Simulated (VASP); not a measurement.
# InSb2 (R-3m) in VASP: a series of runs

The runs below take InSb2 through single point, relaxation of cell and atoms, with PBE.

All numbers are computed with VASP 6.6.1; they aren't measurements. Logs are shortened: lines on timing, memory, paths and dates and some standing lists are left out, and cuts for length are marked.

**1. The cell of the first run**

It takes space group R-3m (No. 166, trigonal). Conventional cell: a = 6.217 Å, b = 6.217 Å, c = 15.291 Å, α = 90.00°, β = 90.00°, γ = 120.00°. Within 4.8 Å of In (site symmetry 3m) lie 12 Sb at 3.65 to 3.66 Å and 4 In at 3.81 to 3.82 Å. Sb (site symmetry 2/m) has 6 Sb at 3.11 to 3.12 Å and 6 In at 3.65 to 3.66 Å within 4.1 Å. Sb (site symmetry -3m) has 6 Sb at 3.12 Å and 6 In at 3.65 Å within 4.1 Å.

The cell was built from a structure type or drawn by symmetry, and may not be a known phase.

**2. Single point, PBE**

Contents of INCAR:

```
PREC     = Accurate       # precision mode
ENCUT    = 520            # plane-wave cutoff, eV
EDIFF    = 1E-6           # SCF threshold, eV
ISMEAR   = 0              # smearing method
SIGMA    = 0.1            # smearing width, eV
LREAL    = F              # projectors in reciprocal space
LASPH    = T              # aspherical terms in the spheres
NELM     = 60             # most SCF steps
ALGO     = Normal         # electronic algorithm
ISIF     = 2              # what is computed and relaxed
LWAVE    = F              # write WAVECAR
LCHARG   = T              # write CHGCAR
GGA      = PE             # functional
LELF     = T              # ELF
LVHAR    = T            
NBANDS   = 32             # bands
```

Contents of KPOINTS:

```
Automatic mesh
0
Gamma
  3 3 3
```

Contents of POSCAR:

```
InSb2
1.0
    3.1082749100      1.7945633600      5.0970006300
   -3.1082749100      1.7945633600      5.0970006300
    0.0000000000     -3.5891267200      5.0970006300
In Sb
2 4
Direct
    0.1250000000      0.1250000000      0.1250000000
    0.8750000000      0.8750000000      0.8750000000
    0.5000000000      0.5000000000      0.0000000000
    0.0000000000      0.5000000000      0.5000000000
    0.5000000000      0.0000000000      0.5000000000
    0.5000000000      0.5000000000      0.5000000000
```

Potentials or basis: VASP PAW PBE potentials, release 64 (In_d, Sb).

Launch:

```bash
> cat potpaw_PBE.64/In_d/POTCAR potpaw_PBE.64/Sb/POTCAR > POTCAR
> mpirun -np 1 vasp_std > vasp.out
```

OUTCAR:

```text
PREC = Accurate
   ENCUT = 520
   EDIFF = 1E-6
   ISMEAR = 0
   LREAL = F
   LASPH = T
   NELM = 60
   ISIF = 2
   GGA = PE

 ion  position               nearest neighbor table
   1  0.125  0.125  0.125-   6 3.65   6 3.65   6 3.65   3 3.65   3 3.65   4 3.65   5 3.65   5 3.65
                             4 3.65   5 3.66   4 3.66   3 3.66   2 3.81   2 3.81   2 3.81   2 3.82
   2  0.875  0.875  0.875-   6 3.65   6 3.65   6 3.65   3 3.65   3 3.65   5 3.65   4 3.65   5 3.65
                             4 3.65   4 3.66   5 3.66   3 3.66   1 3.81   1 3.81   1 3.81   1 3.82
   3  0.500  0.500  0.000-   4 3.11   5 3.11   5 3.11   4 3.11   6 3.12   6 3.12   2 3.65   1 3.65
                             2 3.65   1 3.65   1 3.66   2 3.66
   4  0.000  0.500  0.500-   5 3.11   5 3.11   3 3.11   3 3.11   6 3.12   6 3.12   1 3.65   2 3.65
                             1 3.65   2 3.65   1 3.66   2 3.66
   5  0.500  0.000  0.500-   4 3.11   4 3.11   3 3.11   3 3.11   6 3.12   6 3.12   2 3.65   1 3.65
                             2 3.65   1 3.65   1 3.66   2 3.66
   6  0.500  0.500  0.500-   4 3.12   5 3.12   5 3.12   4 3.12   3 3.12   3 3.12   2 3.65   1 3.65
                             2 3.65   1 3.65   2 3.65   1 3.65

  LATTYP: Found a trigonal (rhomboedric) cell.
 ALAT       =     6.2338788881
 COS(alpha) =     0.5027759560

  Lattice vectors:

 A1 = (   3.1082749100,   1.7945633600,   5.0970006300)
 A2 = (  -3.1082749100,   1.7945633600,   5.0970006300)
 A3 = (   0.0000000000,  -3.5891267200,   5.0970006300)

Analysis of symmetry for initial positions (statically):
=====================================================================
 Subroutine PRICEL returns:
 Original cell was already a primitive cell.

 Routine SETGRP: Setting up the symmetry group for a
 trigonal (rhombohedral) supercell.

 Subroutine GETGRP returns: Found 12 space group operations
 (whereof 12 operations were pure point group operations)
 out of a pool of 12 trial point group operations.

The static configuration has the point symmetry D_3d.

Analysis of symmetry for dynamics (positions and initial velocities):
=====================================================================
 Subroutine PRICEL returns:
 Original cell was already a primitive cell.

 Routine SETGRP: Setting up the symmetry group for a
 trigonal (rhombohedral) supercell.

 Subroutine GETGRP returns: Found 12 space group operations
 (whereof 12 operations were pure point group operations)
 out of a pool of 12 trial point group operations.

The dynamic configuration has the point symmetry D_3d.

 Subroutine INISYM returns: Found 12 space group operations
[... 92 lines left out ...]
   ISIF   =      2    stress and relaxation
   ISYM   =      2    0-nonsym 1-usesym 2-fastsym
   POTIM  = 0.5000    time-step for ionic-motion
   TEBEG  =    0.0;   TEEND  =   0.0 temperature during run
   PSTRESS=    0.0 pullay stress
   NELECT =      46.0000    total number of electrons
   NUPDOWN=      -1.0000    fix difference up-down
   EMIN   =  10.00;   EMAX   =-10.00  energy-range for DOS
   EFERMI =   0.00;   METHOD = LEGACY
   ISMEAR =     0;   SIGMA  =   0.10  broadening in eV -4-tet -1-fermi 0-gaus
   EFERMI_NEDOS =   21; number of points for ismear=-14 and -15
   IALGO  =     38    algorithm
   IMIX   =      4    mixing-type and parameters
     AMIX     =   0.40;   BMIX     =  1.00
     AMIX_MAG =   1.60;   BMIX_MAG =  1.00
  volume/ion in A,a.u.               =      28.43       191.86
  Fermi-wavevector in a.u.,A,eV,Ry     =   1.057660  1.998687 15.220083  1.118645
  Thomas-Fermi vector in A             =   2.192941
   LORBIT       =      0    0 simple, 1 ext, 2 COOP (PROOUT), +10 PAW based schemes
   GGA     = PE    functional components
   LHFCALC =     F    Hartree Fock is set to
   AEXX    =    0.0000 exact exchange contribution
   IVDW    =     0    specifies the selected vdW correction
   LEPSILON=     F    determine dielectric tensor
   LRPA    =     F    only Hartree local field effects (RPA)
 non-spin polarized calculation
 Gauss-broadening in eV      SIGMA  =   0.10
  energy-cutoff  :      520.00
  volume of cell :      170.59
 maximum number of plane-waves:      4627
 NGX is ok and might be reduce to    48
   NGX = 23   NGY = 23   NGZ = 23

 number of electron      46.0000010 magnetization

 Free energy of the ion-electron system (eV)
  ---------------------------------------------------
  ext. energy  EPLUGINS =         0.00000000
  ---------------------------------------------------
  free energy    TOTEN  =       -19.59125156 eV

  energy without entropy =      -19.51949106  energy(sigma->0) =      -19.55537131

 E-fermi :   7.9378     XC(G=0):  -9.8790

 val. band max:        7.8808778766   @ k =   0.3333   0.0000   0.0000
 cond. band min:       7.9743270197   @ k =   0.3333   0.3333   0.3333
 fundamental gap:      0.0934491431
 Fermi energy:         7.9378072853

 k-point     1 :       0.0000    0.0000    0.0000
  band No.  band energies     occupation
      1      -6.7795      2.00000
      2      -6.7795      2.00000
      3      -6.7786      2.00000
      4      -6.7786      2.00000
      5      -6.7782      2.00000
      6      -6.7253      2.00000
[... 199 lines left out ...]
     31      10.9837      0.00000
     32      11.2424      0.00000

------------------------ aborting loop because EDIFF is reached ----------------------------------------

  FORCE on cell =-STRESS in cart. coord.  units (eV):
  Direction    XX          YY          ZZ          XY          YZ          ZX
  --------------------------------------------------------------------------------------
  -------------------------------------------------------------------------------------
  Total        4.1340487      4.1340487      5.1668964      0.0000000      0.0000000      0.0000000
  in kB       38.8277314     38.8277316     48.5284229      0.0000000      0.0000000      0.0000000
  external PRESSURE =      42.0612953 kB  Pullay stress =       0.0000000 kB

 VOLUME and BASIS-vectors are now :
 -----------------------------------------------------------------------------
  energy-cutoff  :      520.00
  volume of cell :      170.59
      direct lattice vectors                 reciprocal lattice vectors
     3.108274910  1.794563360  5.097000630     0.160860932  0.092873102  0.065397938
    -3.108274910  1.794563360  5.097000630    -0.160860932  0.092873102  0.065397938
     0.000000000 -3.589126720  5.097000630     0.000000000 -0.185746205  0.065397938

 POSITION                                       TOTAL-FORCE (eV/Angst)
 -----------------------------------------------------------------------------------
      0.00000      0.00000      1.91138        -0.000000     -0.000000      0.019838
      0.00000      0.00000     13.37963        -0.000000      0.000000     -0.019838
      0.00000      1.79456      5.09700         0.000000     -0.000000      0.000000
     -1.55414     -0.89728      5.09700        -0.000000     -0.000000      0.000000
      1.55414     -0.89728      5.09700         0.000000      0.000000     -0.000000
      0.00000      0.00000      7.64550         0.000000     -0.000000     -0.000000
 -----------------------------------------------------------------------------------
    total drift:                                0.000000     -0.000000      0.000000

  FREE ENERGIE OF THE ION-ELECTRON SYSTEM (eV)
  ---------------------------------------------------
  free  energy   TOTEN  =       -19.5912515587 eV

  energy  without entropy=      -19.5194910618  energy(sigma->0) =      -19.55537131
```

OSZICAR:

```text
N       E                     dE             d eps       ncg     rms          rms(c)
DAV:   1     0.379101006469E+03    0.37910E+03   -0.18747E+04   384   0.141E+03
DAV:   2     0.166988900787E+02   -0.36240E+03   -0.34842E+03   424   0.367E+02
DAV:   3    -0.181411045035E+02   -0.34840E+02   -0.33446E+02   488   0.123E+02
DAV:   4    -0.195452368695E+02   -0.14041E+01   -0.13998E+01   416   0.266E+01
DAV:   5    -0.196243008931E+02   -0.79064E-01   -0.79042E-01   656   0.618E+00    0.431E+00
DAV:   6    -0.196002094803E+02    0.24091E-01   -0.37550E-02   456   0.176E+00    0.251E+00
DAV:   7    -0.195916076281E+02    0.86019E-02   -0.25584E-02   520   0.120E+00    0.192E-01
DAV:   8    -0.195912731198E+02    0.33451E-03   -0.24974E-03   424   0.375E-01    0.127E-01
DAV:   9    -0.195912471187E+02    0.26001E-04   -0.48472E-04   568   0.200E-01    0.742E-02
DAV:  10    -0.195912511918E+02   -0.40731E-05   -0.42238E-05   456   0.387E-02    0.148E-02
DAV:  11    -0.195912515587E+02   -0.36693E-06   -0.66578E-06   408   0.177E-02
   1 F= -.19591252E+02 E0= -.19555371E+02  d E =-.717605E-01
```

stdout:

```text
POSCAR found type information on POSCAR InSb
 POSCAR found :  2 types and       6 ions
 scaLAPACK will be used
 LDA part: xc-table for (Slater+PW92), standard interpolation
 POSCAR, INCAR and KPOINTS ok, starting setup
 FFT: planning ... GRIDC
 FFT: planning ... GRID_SOFT
 FFT: planning ... GRID
 WAVECAR not read
 entering main loop
```

It took 26 s on 1 thread of Intel Xeon Platinum 8488C (Sapphire Rapids), shared host; peak memory 0.31 GiB.

What came out:

| Item | Value |
| --- | --- |
| Free energy | -19.5913 eV |
| Pressure | 4.2 GPa |
| Largest force | 0.020 eV/Å |
| Band gap on the k mesh | zero (bands 23 and 24 overlap by 0.69 eV) |

Forces in eV/Å, atoms in the order of the input:
```
In   0.000  0.000  0.020
In   0.000  0.000 -0.020
Sb   0.000  0.000  0.000
Sb   0.000  0.000  0.000
Sb   0.000  0.000  0.000
Sb   0.000  0.000  0.000
```

Stress tensor (GPa, compression positive):
```
3.88 0.00 0.00
0.00 3.88 0.00
0.00 0.00 4.85
```

Caveat: the k points lie up to 0.41 Å⁻¹ apart, too coarse for converged energies and pressures of a metal; semilocal functionals underestimate gaps, so a narrow gap can read as zero; spin-orbit coupling is left out, which moves the levels of the heavy elements.

**3. Relaxation of cell and atoms, PBE**

Contents of INCAR:

```
SYSTEM = InSb2
ALGO = Normal
EDIFF = 1E-6
EDIFFG = -0.04
ENCUT = 600
GGA = PE
IBRION = 2
ISIF = 3
ISMEAR = 0
LASPH = .True.
LCHARG = .False.
LREAL = .False.
LWAVE = .False.
NELM = 60
NSW = 90
PREC = Accurate
SIGMA = 0.1
```

Contents of KPOINTS:

```
k-points
0
Gamma
  3 3 3
  0 0 0
```

POSCAR is that of step 2.

Potentials or basis: VASP PAW PBE potentials, release 64 (In_d, Sb).

Launch:

```bash
> cat potpaw_PBE.64/In_d/POTCAR potpaw_PBE.64/Sb/POTCAR > POTCAR
> mpirun -np 1 vasp_std > vasp.out
```

It took 4 min on 1 thread of Intel Xeon Platinum 8488C (Sapphire Rapids), shared host; peak memory 0.37 GiB.

The run converged. Its results:

```yaml
Free_energy: -20.4304 eV
Relaxed_volume: 31.18 Å³/atom
Relaxed_cell: a = 6.966 Å, b = 6.966 Å, c = 6.966 Å, α = 50.79°, β = 50.79°, γ = 50.79°
Space_group_after_relaxing_to_0.1_Å: R-3m (No. 166)
Energy_gained_by_relaxing: 139.9 meV/atom
Ionic_steps: 12
Pressure_after_relaxing: 0.0 GPa
Largest_force_after_relaxing: 0.028 eV/Å
Band_gap_on_the_k_mesh: zero (bands 23 and 24 overlap by 0.08 eV)
```

Forces on the atoms (eV/Å):
```
In   0.000  0.000  0.028
In   0.000  0.000 -0.028
Sb   0.000  0.000  0.000
Sb   0.000  0.000  0.000
Sb   0.000  0.000  0.000
Sb   0.000  0.000  0.000
```

The path:
| step | energy change (eV) | largest force (eV/Å) | pressure (GPa) | volume (Å³) |
| --- | --- | --- | --- | --- |
| 1 | 0.0000 | 0.0197 | 4.21 | 170.59 |
| 2 | -0.2197 | 0.0319 | -0.30 | 189.70 |
| 3 | -0.2204 | 0.0328 | -0.09 | 188.60 |
| 4 | -0.2701 | 0.0725 | -0.34 | 189.28 |
| 5 | -0.4968 | 0.0955 | -1.01 | 191.05 |
| 6 | -0.7998 | 0.0428 | -1.35 | 193.42 |
| 7 | -0.8119 | 0.0112 | -1.19 | 193.82 |
| 8 | -0.8120 | 0.0219 | -1.26 | 193.70 |
| 9 | -0.8230 | 0.0039 | -0.23 | 189.49 |
| 10 | -0.8261 | 0.0096 | -0.58 | 190.81 |
| 11 | -0.8349 | 0.0180 | -0.35 | 189.16 |
| 12 | -0.8391 | 0.0285 | 0.00 | 187.06 |

Final structure:
```
In Sb
1.0
     2.98718    1.72465    6.05161
    -2.98718    1.72465    6.05161
     0.00000   -3.44930    6.05161
In Sb
2 4
Direct
  0.12624 0.12624 0.12624
  0.87376 0.87376 0.87376
  0.50000 0.50000 0.00000
  0.00000 0.50000 0.50000
  0.50000 0.00000 0.50000
  0.50000 0.50000 0.50000
```

Levels at points of the mesh, in eV from the Fermi level:
| k point | band 19 | band 20 | band 21 | band 22 | band 23 | band 24 | band 25 | band 26 | band 27 |
| --- | --- | --- | --- | --- | --- | --- | --- | --- | --- |
| (0.00, 0.00, 0.00) | -3.89 | -2.55 | -2.18 | -2.18 | -0.12 | -0.12 | 0.20 | 1.63 | 1.63 |

Caveat: the k points lie up to 0.42 Å⁻¹ apart in the final cell; semilocal functionals underestimate gaps, so a narrow gap can read as zero; spin-orbit coupling is left out, which moves the levels of the heavy elements.
